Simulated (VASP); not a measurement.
# Mg9O8 (a cell with a defect) in VASP: notebook, part 3 of 3

VASP 6.6.1.

### 4 Single point, PBE

INCAR

```
SYSTEM = Mg9O8
ALGO = Normal
EDIFF = 1E-6
ENCUT = 520
GGA = PE
ISIF = 2
ISMEAR = 0
LASPH = .True.
LCHARG = .False.
LREAL = Auto
LWAVE = .False.
NBANDS = 47
NELM = 80
PREC = Accurate
SIGMA = 0.02
```

KPOINTS

```
k-points
0
Gamma
  2 2 2
  0 0 0
```

POSCAR

```
Mg9O8
1.0
    0.0000000000      4.2160000000      4.2160000000
    4.2160000000      0.0000000000      4.2160000000
    4.2160000000      4.2160000000      0.0000000000
Mg O
9 8
Direct
    0.0760713947     -0.0251748102     -0.0254964421
   -0.0022335152      0.0014375000      0.4972636385
    0.0017508302      0.5021274905     -0.0057902040
   -0.0022994545      0.5037634013      0.4972313805
    0.4833037239     -0.0212223672     -0.0173578036
    0.4760565702     -0.0245895398      0.5733955171
    0.4830997391      0.5555347486     -0.0175273956
    0.4936049573      0.5024066651      0.5018509250
    0.6395806452      0.1120751898      0.1365832543
    0.2517814279      0.2531459915      0.2419813805
    0.2423746442      0.2734844639      0.7420060484
    0.2444574241      0.7427045778      0.2704697581
    0.2422526091      0.7424945446      0.7418837761
    0.7467801233      0.2735185009      0.2482872391
    0.7417932875      0.2541244070      0.7499465133
    0.7467950664      0.7316005693      0.2482137097
    0.7711011622      0.7426338947      0.7439398719
```

Potentials or basis: VASP PAW PBE potentials, release 64 (Mg, O).

On the command line:

```sh
$ cat potpaw_PBE.64/Mg/POTCAR potpaw_PBE.64/O/POTCAR > POTCAR
$ mpirun -np 1 vasp_std > vasp.out
```

OUTCAR:

```text
SYSTEM = Mg9O8
   EDIFF = 1E-6
   ENCUT = 520
   GGA = PE
   ISIF = 2
   ISMEAR = 0
   LASPH = .True.
   LREAL = Auto
   NELM = 80
   PREC = Accurate

 ion  position               nearest neighbor table
   1  0.076  0.975  0.975-  12 1.99  11 2.00  13 2.00   9 2.13  15 2.38   6 2.39  14 2.43  16 2.43
                             7 2.46   5 2.46   4 2.99   2 2.99   3 3.00   3 3.00   2 3.02   4 3.02
   2  0.998  0.001  0.497-  17 2.05  12 2.05  13 2.06  14 2.11  15 2.13  10 2.13   8 2.97   4 2.97
                             3 2.97   6 2.98   1 2.99   5 2.99   3 2.99   5 2.99   4 2.99   8 3.00
   3  0.002  0.502  0.994-  17 2.03  11 2.03  13 2.03  16 2.04  14 2.04  10 2.10   8 2.93   2 2.97
                             4 2.97   5 2.98   7 2.98   4 2.99   2 2.99   1 3.00   1 3.00   7 3.01
   4  0.998  0.504  0.497-  17 2.05  12 2.05  11 2.07  16 2.11  15 2.13  10 2.13   8 2.97   2 2.97
                             3 2.97   6 2.98   1 2.99   7 2.99   3 2.99   7 2.99   2 2.99   8 3.00
   5  0.483  0.979  0.983-  17 2.02  12 2.02  11 2.06   9 2.16  16 2.23  10 2.26  15 2.26   1 2.46
                             6 2.47   7 2.52   3 2.98   8 2.98   2 2.99   2 2.99   8 3.01   3 3.01
   6  0.476  0.975  0.573-  17 2.00  11 2.01  13 2.01   9 2.13  10 2.36   1 2.39  14 2.41  16 2.41
                             7 2.47   5 2.47   4 2.98   2 2.98   8 3.00   8 3.00   2 3.02   4 3.02
[... 601 lines left out ...]
     45      15.1711      0.00000
 [bands above 45 left out]

------------------------ aborting loop because EDIFF is reached ----------------------------------------

  FORCE on cell =-STRESS in cart. coord.  units (eV):
  Direction    XX          YY          ZZ          XY          YZ          ZX
  --------------------------------------------------------------------------------------
  -------------------------------------------------------------------------------------
  Total       39.9083092     37.5110608     39.8939843     -0.0716494      0.0818653     -0.4459772
  in kB      426.6208811    400.9942320    426.4677479     -0.7659343      0.8751417     -4.7675081
  external PRESSURE =     418.0276204 kB  Pullay stress =       0.0000000 kB

 VOLUME and BASIS-vectors are now :
 -----------------------------------------------------------------------------
  energy-cutoff  :      520.00
  volume of cell :      149.88
      direct lattice vectors                 reciprocal lattice vectors
     0.000000000  4.216000000  4.216000000    -0.118595825  0.118595825  0.118595825
     4.216000000  0.000000000  4.216000000     0.118595825 -0.118595825  0.118595825
     4.216000000  4.216000000  0.000000000     0.118595825  0.118595825 -0.118595825

 POSITION                                       TOTAL-FORCE (eV/Angst)
 -----------------------------------------------------------------------------------
      8.21837      4.42922      4.43058        -0.009767     -0.008011      0.014339
      2.10252      6.30305      4.21264        -0.015585      0.006260     -0.025278
      6.30856      4.19897      2.12435        -0.018952     -0.019032      0.013392
      4.22019      6.30263      6.33017         0.026155      0.014089      0.017871
      8.26935      6.18043      6.16413        -0.006612     -0.018452     -0.004668
      6.52977      4.42449      6.11939         0.013561     -0.007313     -0.009973
[... 9 lines left out ...]
      4.13090      4.19496      6.23292        -0.024475      0.025545     -0.025151
      6.26739      6.38741      6.38191         0.006948     -0.015728     -0.015380
 -----------------------------------------------------------------------------------
    total drift:                               -0.001492     -0.017260      0.005871

  FREE ENERGIE OF THE ION-ELECTRON SYSTEM (eV)
  ---------------------------------------------------
  free  energy   TOTEN  =       -81.8902651354 eV

  energy  without entropy=      -81.8902637677  energy(sigma->0) =      -81.89026445
```

Run time: 2.1 min. Hardware: 1 thread of Intel Xeon 6975P-C (Granite Rapids), shared host; peak memory 0.32 GiB.

Results:

- Free energy: -81.8903 eV
- Pressure: 41.8 GPa
- Largest force: 0.058 eV/Å
- Band gap on the k mesh: zero (bands 33 and 34 overlap by 0.48 eV)

Forces on the atoms (eV/Å):
```
Mg  -0.010 -0.008  0.014
Mg  -0.016  0.006 -0.025
Mg  -0.019 -0.019  0.013
Mg   0.026  0.014  0.018
Mg  -0.007 -0.018 -0.005
Mg   0.014 -0.007 -0.010
Mg   0.007 -0.012  0.009
Mg   0.013 -0.011 -0.019
Mg   0.002  0.036 -0.008
O    0.024 -0.027 -0.019
O   -0.003  0.025 -0.001
O   -0.015 -0.011  0.005
O    0.000  0.032  0.003
O    0.029  0.028  0.029
O   -0.028 -0.037  0.035
O   -0.024  0.026 -0.025
O    0.007 -0.016 -0.015
```

Levels at points of the mesh, in eV from the Fermi level:
```csv
k point,band 31,band 32,band 33,band 34,band 35,band 36
"(0.00, 0.00, 0.00)",-6.74,-6.69,-2.39,-0.06,0.66,0.81
"(0.50, 0.00, 0.00)",-7.00,-6.98,-0.31,-0.19,1.29,1.66
"(0.00, 0.50, 0.00)",-6.92,-6.91,-0.37,0.06,1.19,1.60
"(0.00, 0.00, 0.50)",-7.00,-6.97,-0.33,-0.17,1.26,1.67
"(0.50, 0.50, 0.50)",-6.92,-6.91,-0.37,0.06,1.19,1.61
"(0.50, 0.50, 0.00)",-7.22,-7.11,0.29,0.49,1.50,1.99
"(0.00, 0.50, 0.50)",-7.22,-7.11,0.29,0.49,1.50,1.99
"(0.50, 0.00, 0.50)",-7.21,-7.14,0.17,0.70,1.49,1.69
```

Caveat: the k points lie up to 0.65 Å⁻¹ apart.

### 5 Single point, PBE

INCAR

```
  ALGO = Normal
  EDIFF = 1E-7
  ENCUT = 520
  GGA = PE
  ISIF = 2
  ISMEAR = 0
  LASPH = T
  LCHARG = F
  LREAL = Auto
  LWAVE = F
  NBANDS = 47
  NELM = 60
  PREC = Accurate
  SIGMA = 0.02
```

KPOINTS

```
k-points
0
Gamma
  2 2 2
```

POSCAR

```
Mg9O8
1.0
    0.0000000000      4.2160000000      4.2160000000
    4.2160000000      0.0000000000      4.2160000000
    4.2160000000      4.2160000000      0.0000000000
Mg O
9 8
Direct
   -0.0029118833     -0.0033739326     -0.0029726044
   -0.0036998340      0.0023796252      0.4985643975
   -0.0014889706      0.5031341319     -0.0017188093
   -0.0545533681      0.5176885674      0.5202841556
    0.4987701613      0.0023474858     -0.0037938805
    0.5223092979     -0.0670730550      0.5226411290
    0.5206258302      0.5179415323     -0.0551405361
    0.5270799336      0.5286636622      0.5273126186
    0.3890625000      0.3706450427      0.3883838947
    0.2500933349      0.2567634013      0.2500539611
    0.2271150380      0.2462613852      0.7682284156
    0.2426571395      0.7548649194      0.2422759725
    0.2267097960      0.7575043880      0.7578793880
    0.7690661765      0.2463005218      0.2265351044
    0.7575199241      0.2301539374      0.7573462998
    0.7579717742      0.7574769924      0.2267813093
    0.7573578036      0.7559439042      0.7570349858
```

On the command line:

```sh
$ cat potpaw_PBE.64/Mg/POTCAR potpaw_PBE.64/O/POTCAR > POTCAR
$ mpirun -np 1 vasp_std > vasp.out
```

It took 2.2 min on 1 thread of Intel Xeon 6975P-C (Granite Rapids), shared host; peak memory 0.32 GiB.

The run converged. Its results:

* Free energy: -81.8912 eV
* Pressure: 41.8 GPa
* Largest force: 0.057 eV/Å
* Band gap on the k mesh: zero (bands 33 and 34 overlap by 0.48 eV)

Forces in eV/Å, atoms in the order of the input:
```
Mg  -0.003 -0.001 -0.002
Mg   0.007 -0.003 -0.026
Mg   0.002 -0.023 -0.002
Mg   0.016 -0.003  0.000
Mg  -0.027  0.002  0.007
Mg   0.015  0.000  0.028
Mg   0.009  0.018  0.005
Mg  -0.021 -0.008 -0.007
Mg  -0.014  0.020  0.010
O   -0.018 -0.022 -0.014
O    0.030  0.025 -0.041
O    0.020 -0.032  0.017
O    0.013  0.016  0.001
O   -0.028  0.013  0.017
O    0.006 -0.003  0.005
O    0.002  0.015  0.010
O   -0.008 -0.015 -0.009
```

Stress tensor (GPa, compression positive):
```
42.63  0.68  0.63
 0.68 40.17  0.62
 0.63  0.62 42.67
```

Levels at points of the mesh, in eV from the Fermi level:
```
           k point  band 29  band 30  band 31  band 32  band 33  band 34  band 35  band 36  band 37  band 38
(0.00, 0.00, 0.00)    -7.15    -6.75    -6.74    -6.68    -2.39    -0.06     0.66     0.81     0.90     1.50
(0.50, 0.00, 0.00)    -7.12    -7.06    -6.93    -6.89    -0.39     0.06     1.14     1.67     2.17     2.92
(0.00, 0.50, 0.00)    -7.08    -7.02    -6.98    -6.94    -0.38    -0.12     1.18     1.70     2.27     2.71
(0.00, 0.00, 0.50)    -7.12    -7.06    -6.93    -6.90    -0.39     0.06     1.14     1.67     2.17     2.93
(0.50, 0.50, 0.50)    -7.07    -7.04    -7.00    -7.00    -0.27    -0.23     1.37     1.68     2.09     2.44
(0.50, 0.50, 0.00)    -7.34    -7.28    -7.20    -7.10     0.25     0.52     1.51     2.02     2.22     3.04
(0.00, 0.50, 0.50)    -7.34    -7.28    -7.21    -7.10     0.25     0.52     1.51     2.01     2.23     3.04
(0.50, 0.00, 0.50)    -7.37    -7.29    -7.21    -7.13     0.15     0.69     1.48     1.75     2.37     2.97
```

Caveat: the k points lie up to 0.65 Å⁻¹ apart.
